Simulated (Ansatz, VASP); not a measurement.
**Two plane-wave programs on SnTe**

Contents of POSCAR:

```
SnTe
1.0
    0.0000000000      3.1893303454      3.1893303454
    3.1893303454      0.0000000000      3.1893303454
    3.1893303454      3.1893303454      0.0000000000
Sn Te
1 1
Direct
    0.0000000000      0.0000000000      0.0000000000
    0.5000000000      0.5000000000      0.5000000000
```

Contents of INCAR.step1:

```
SYSTEM = SnTe
PREC     = Accurate       ! precision mode
ENCUT    = 520            ! plane-wave cutoff, eV
ISMEAR   = -1             ! smearing method
SIGMA    = 0.02           ! smearing width, eV
LREAL    = .FALSE.        ! projectors in reciprocal space
LASPH    = .TRUE.         ! aspherical terms in the spheres
NELM     = 80             ! most SCF steps
NBANDS   = 17             ! bands
GGA      = PE             ! functional
ALGO     = Normal         ! electronic algorithm
EDIFF    = 1E-4           ! SCF threshold, eV
LWAVE    = .TRUE.         ! write WAVECAR
LCHARG   = .FALSE.        ! write CHGCAR
```

Contents of INCAR.step2:

```
SYSTEM = SnTe
PREC     = Accurate       ! precision mode
ENCUT    = 520            ! plane-wave cutoff, eV
EDIFF    = 1E-6           ! SCF threshold, eV
ISMEAR   = -1             ! smearing method
SIGMA    = 0.02           ! smearing width, eV
LREAL    = .FALSE.        ! projectors in reciprocal space
LASPH    = .TRUE.         ! aspherical terms in the spheres
NELM     = 80             ! most SCF steps
ALGO     = Normal         ! electronic algorithm
ISIF     = 2              ! what is computed and relaxed
LWAVE    = .FALSE.        ! write WAVECAR
LCHARG   = .FALSE.        ! write CHGCAR
METAGGA  = R2SCAN         ! meta-GGA
LMIXTAU  = .TRUE.       
NBANDS   = 17             ! bands
ISTART   = 1
```

The input KPOINTS:

```
regular mesh
0
G
  8 8 8
  0 0 0
```

Input for Ansatz:

```yaml
crystal:
  lattice:
    - [0.0, 3.1893303454, 3.1893303454]
    - [3.1893303454, 0.0, 3.1893303454]
    - [3.1893303454, 3.1893303454, 0.0]
  atoms:
    - { symbol: Sn, position: [0.0, 0.0, 0.0] }
    - { symbol: Te, position: [0.5, 0.5, 0.5] }
kpoints:
  mp_grid: { grid: [8, 8, 8] }
  band_path:
    path:
      - [0.0, 0.0, 0.0]
      - [0.5, 0.0, 0.5]
      - [0.625, 0.25, 0.625]
      - [0.375, 0.375, 0.75]
      - [0.5, 0.5, 0.5]
      - [0.5, 0.25, 0.75]
      - [0.0, 0.0, 0.5]
    npoints: 1
hamiltonian:
  xc: r2scan
scf:
  occupations: { method: fermi_dirac, width: 0.02 }
  n_extra_bands: 4
output:
  forces: true
  stress: true
  eigenvalues: true
```

Alike in both runs: task single point; functional r2SCAN; k mesh 8 × 8 × 8; occupations fermi-dirac, width 0.02 eV; no spin polarisation.

|  | VASP | Ansatz |
| --- | --- | --- |
| version | VASP 6.6.1 | Ansatz 0.2.0 |
| potentials or method | VASP PAW PBE potentials, release 64 (Sn_d, Te) | plane waves, PAW |
| plane-wave cutoff (eV) | 520 | 500 |
| valence electrons in the cell | 20 | 30 |

|  | VASP | Ansatz | Ansatz less VASP |
| --- | --- | --- | --- |
| pressure (GPa) | -0.1 | -0.1 | -0.01 |

VASP's potentials were made for PBE, not for r2SCAN. The functional is the same, so the differences come from potentials, cutoffs and numerics. VASP's potentials hold 20 valence electrons a cell and Ansatz's 30, so a difference there can come from the potentials and not from the codes.

Spin-orbit coupling is off throughout.
